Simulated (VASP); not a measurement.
Set up this calculation in VASP 6.6.1, as the native input.

```yaml
Task: single point
Functional: PBE
Potentials_or_basis: VASP PAW PBE potentials, release 64 (Zn, Re)
Cutoff: 520 eV
k_mesh: 6 × 6 × 6
Occupations: gaussian, width 0.1 eV
Spin: no spin polarisation
Dipole_correction: no
Further_INCAR_settings: ALGO = Normal; EDIFF = 1e-06; NBANDS = 24
```

The structure of ZnRe3 lies in POSCAR:

```
ZnRe3
1.0
    0.0000000000      3.1093121409      3.1093121409
    3.1093121409      0.0000000000      3.1093121409
    3.1093121409      3.1093121409      0.0000000000
Zn Re
1 3
Direct
    0.0000000000      0.0000000000      0.0000000000
    0.2500000000      0.2500000000      0.2500000000
    0.5000000000      0.5000000000      0.5000000000
    0.7500000000      0.7500000000      0.7500000000
```

This cell differs from its parent crystal: Mg replaced by Zn, lengths x 0.981, strained.

One way to write it, as run:

INCAR

```
SYSTEM = ZnRe3
ALGO     = Normal         ! electronic algorithm
EDIFF    = 1E-6           ! SCF threshold, eV
ENCUT    = 520            ! plane-wave cutoff, eV
GGA      = PE             ! functional
ISIF     = 2              ! what is computed and relaxed
ISMEAR   = 0              ! smearing method
LASPH    = .True.         ! aspherical terms in the spheres
LCHARG   = .True.         ! write CHGCAR
LELF     = .True.         ! ELF
LREAL    = .False.        ! projectors in reciprocal space
LVHAR    = .True.       
LWAVE    = .False.        ! write WAVECAR
NBANDS   = 24             ! bands
NELM     = 100            ! most SCF steps
PREC     = Accurate       ! precision mode
SIGMA    = 0.1            ! smearing width, eV
```

KPOINTS

```
k-points
0
Gamma
  6 6 6
  0 0 0
```

Potentials or basis: VASP PAW PBE potentials, release 64 (Zn, Re).

Launch:

```console
$ cat potpaw_PBE.64/Zn/POTCAR potpaw_PBE.64/Re/POTCAR > POTCAR
$ mpirun -np 1 vasp_std > vasp.out
```

It gave:

- Pressure: -6.6 GPa

Caveat: the cell differs from its parent crystal (Mg replaced by Zn, lengths x 0.981, strained).

It took 27 s on 1 thread of Intel(R) Xeon(R) 6975P-C (Granite Rapids), with other jobs on the host, peak memory 0.2 GiB.
